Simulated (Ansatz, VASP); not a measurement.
**BeTe: VASP beside Ansatz**

File INCAR:

```
PREC = Accurate ; ENCUT = 600
EDIFF = 1E-7 ; ISMEAR = -1
SIGMA = 0.05 ; LREAL = F
LASPH = T ; NELM = 120
ALGO = Normal ; ISIF = 3
LWAVE = F ; LCHARG = F
GGA = PS ; IVDW = 13
IBRION = 2 ; NSW = 80
EDIFFG = -0.01 ; GGA_COMPAT = F
NELMIN = 4
```

File KPOINTS:

```
Automatic mesh
0
Gamma
  8 8 8
```

File POSCAR:

```
BeTe
1.0
    0.0000000000      2.7700000000      2.7700000000
    2.7700000000      0.0000000000      2.7700000000
    2.7700000000      2.7700000000      0.0000000000
Te Be
1 1
Direct
    0.7500000000      0.7500000000      0.7500000000
    0.0000000000      0.0000000000      0.0000000000
```

input.yaml

```yaml
crystal:
  lattice:
    - [0.0, 2.77, 2.77]
    - [2.77, 0.0, 2.77]
    - [2.77, 2.77, 0.0]
  atoms:
    - { symbol: Te, position: [0.75, 0.75, 0.75] }
    - { symbol: Be, position: [0.0, 0.0, 0.0] }
kpoints:
  mp_grid: { grid: [8, 8, 8] }
scf:
  occupations: { method: fermi_dirac, width: 0.05 }
hamiltonian:
  xc: pbesol
  dispersion: d4
  pseudopotentials: { kind: all_electron, lapw: { basis_error: 0.001 } }
output:
  forces: true
  stress: true
relax:
  f_tol: 0.01
  max_steps: 60
  cell: {}
```

Alike in both runs: task relaxation of cell and atoms; functional PBEsol; dispersion D4; k mesh 8 × 8 × 8; occupations fermi-dirac, width 0.05 eV; no spin polarisation.

```csv
,VASP,Ansatz
version,VASP 6.6.1,Ansatz 0.2.0
potentials or method,"VASP PAW PBE potentials, release 64 (Te, Be), cutoff 600 eV","all-electron LAPW, scalar-relativistic"
```

```tsv
	VASP	Ansatz	Ansatz less VASP
relaxed volume (Å³/atom)	21.64	21.55	-0.090
relaxed cell length with the largest relative difference (Å)	3.941	3.935	-0.0055
```

VASP's potentials were made for PBE, not for PBEsol. Ansatz ran all-electron here, and VASP with PAW potentials.

Neither program's run includes spin-orbit coupling.
